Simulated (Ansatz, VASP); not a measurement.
Two plane-wave programs on Rb5AlO4

The input INCAR:

```
  PREC = Accurate
  ENCUT = 520
  EDIFF = 1E-7
  ISMEAR = 0
  SIGMA = 0.1
  LREAL = False
  LASPH = True
  NELM = 60
  ALGO = Normal
  ISIF = 2
  LWAVE = False
  LCHARG = False
  GGA = PE
  NBANDS = 47
```

KPOINTS

```
Automatic mesh
0
Gamma
  4 4 4
```

File POSCAR:

```
Rb5AlO4
1.0
    6.8809862000      0.0000000000      0.0000000000
    0.0000000000      6.8809862000      0.0000000000
    0.0000000000      0.0000000000      6.8809862000
Rb Al O
5 1 4
Direct
    0.3055081100      0.3055081100      0.3055081100
    0.6944918900      0.6944918900      0.3055081100
    0.6944918900      0.3055081100      0.6944918900
    0.3055081100      0.6944918900      0.6944918900
    0.0000000000      0.0000000000      0.0000000000
    0.5000000000      0.5000000000      0.5000000000
    0.6924936900      0.6924936900      0.6924936900
    0.3075063100      0.3075063100      0.6924936900
    0.3075063100      0.6924936900      0.3075063100
    0.6924936900      0.3075063100      0.3075063100
```

Input for Ansatz:

```yaml
crystal:
  lattice:
    - [6.8809862, 0.0, 0.0]
    - [0.0, 6.8809862, 0.0]
    - [0.0, 0.0, 6.8809862]
  atoms:
    - { symbol: Rb, position: [0.30550811, 0.30550811, 0.30550811] }
    - { symbol: Rb, position: [0.69449189, 0.69449189, 0.30550811] }
    - { symbol: Rb, position: [0.69449189, 0.30550811, 0.69449189] }
    - { symbol: Rb, position: [0.30550811, 0.69449189, 0.69449189] }
    - { symbol: Rb, position: [0.0, 0.0, 0.0] }
    - { symbol: Al, position: [0.5, 0.5, 0.5] }
    - { symbol: O, position: [0.69249369, 0.69249369, 0.69249369] }
    - { symbol: O, position: [0.30750631, 0.30750631, 0.69249369] }
    - { symbol: O, position: [0.30750631, 0.69249369, 0.30750631] }
    - { symbol: O, position: [0.69249369, 0.30750631, 0.30750631] }
basis:
  ecutwfc: 420
kpoints:
  mp_grid: { grid: [4, 4, 4] }
hamiltonian:
  xc: pbe
scf:
  occupations: { method: gaussian, width: 0.1 }
  lower_state_search: "off"
output:
  forces: true
  stress: true
  eigenvalues: true
```

Alike in both runs: task single point; functional PBE; k mesh 4 × 4 × 4; occupations gaussian, width 0.1 eV; no spin polarisation.

```csv
,VASP,Ansatz
version,VASP 6.6.1,Ansatz 0.2.0
potentials or method,"VASP PAW PBE potentials, release 64 (Rb_sv, Al, O), cutoff 520 eV","scalar-relativistic, plane waves, PAW"
valence electrons in the cell,72,72
```

```tsv
	VASP	Ansatz	Ansatz less VASP
gap on the k mesh at the Fermi level (eV)	1.06	1.06	+0.008
least direct gap on the mesh (eV)	1.06	1.06	+0.008
pressure (GPa)	1.4	1.3	-0.15
rms of the force components (eV/Å)	2.182	2.164	-0.0183
```

Atom by atom the forces differ by 0.033 eV/Å (rms over components).
